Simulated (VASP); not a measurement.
A run of VASP 6.6.1:

The input INCAR:

```
PREC = Accurate
ENCUT = 500
EDIFF = 1E-7
ISMEAR = 0
SIGMA = 0.1
LREAL = False
LASPH = True
NELM = 120
ALGO = Normal
ISIF = 3
LWAVE = False
LCHARG = False
GGA = PS
IBRION = 2
NSW = 100
EDIFFG = -0.005
GGA_COMPAT = False
NELMIN = 4
```

The input KPOINTS:

```
Automatic mesh
0
Gamma
  8 8 8
```

File POSCAR:

```
HfV2
1.0
    0.0000000000      3.6103338860      3.6103338860
    3.6103338860      0.0000000000      3.6103338860
    3.6103338860      3.6103338860      0.0000000000
Hf V
2 4
Direct
    0.0000000000      0.0000000000      0.0000000000
    0.2500000000      0.2500000000      0.2500000000
    0.6250000000      0.6250000000      0.6250000000
    0.1250000000      0.6250000000      0.6250000000
    0.6250000000      0.6250000000      0.1250000000
    0.6250000000      0.1250000000      0.6250000000
```

Potentials or basis: VASP PAW PBE potentials, release 64 (Hf_pv, V_sv).

The run is started by

```bash
$ cat potpaw_PBE.64/Hf_pv/POTCAR potpaw_PBE.64/V_sv/POTCAR > POTCAR
$ mpirun -np 1 vasp_std > vasp.out
```

Hardware: 1 thread of AMD EPYC 7R13 Processor (Zen 3) (shared host).

How long does it take, and how much memory?

Run time: 7 min on 1 thread of AMD EPYC 7R13 Processor (Zen 3), with other jobs on the host, peak memory 0.26 GiB. Counts: scf iterations 35, k points 29, ion steps 3.
